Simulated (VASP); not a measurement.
Input of a VASP 6.6.1 run:

Contents of INCAR:

```
PREC = Accurate ; ENCUT = 520
EDIFF = 1E-6 ; ISMEAR = 0
SIGMA = 0.019000000000000003 ; LREAL = False
LASPH = True ; NELM = 150
ALGO = Normal ; ISIF = 2
LWAVE = False ; LCHARG = False
ISPIN = 2 ; MAGMOM = 2 2 2 2
LORBIT = 11 ; LMAXMIX = 4
GGA = PE ; NBANDS = 30
```

File KPOINTS:

```
regular mesh
0
Gamma
  12 12 4
```

The input POSCAR:

```
Co
1.0
    2.4705617809      0.0000000000      0.0000000000
   -1.2352808905      2.1395692639      0.0000000000
    0.0000000000      0.0000000000      8.0882338000
Co
4
Direct
    0.6666666667      0.3333333333      0.7500000000
    0.0000000000      0.0000000000      0.5000000000
    0.3333333333      0.6666666667      0.2500000000
    0.0000000000      0.0000000000      0.0000000000
```

Potentials or basis: VASP PAW PBE potentials, release 64 (Co).

Run with:

```console
$ cat potpaw_PBE.64/Co/POTCAR > POTCAR
$ mpirun -np 1 vasp_std > vasp.out
```

**Question.** Estimate the site moments.

**Answer.** Co +1.67, +1.65 μB.

**Question.** What does it give for the net moment?

**Answer.** 6.58 μB per cell.

Stress tensor (GPa, compression positive):
```
5.21 0.00 0.00
0.00 5.21 0.00
0.00 0.00 0.85
```
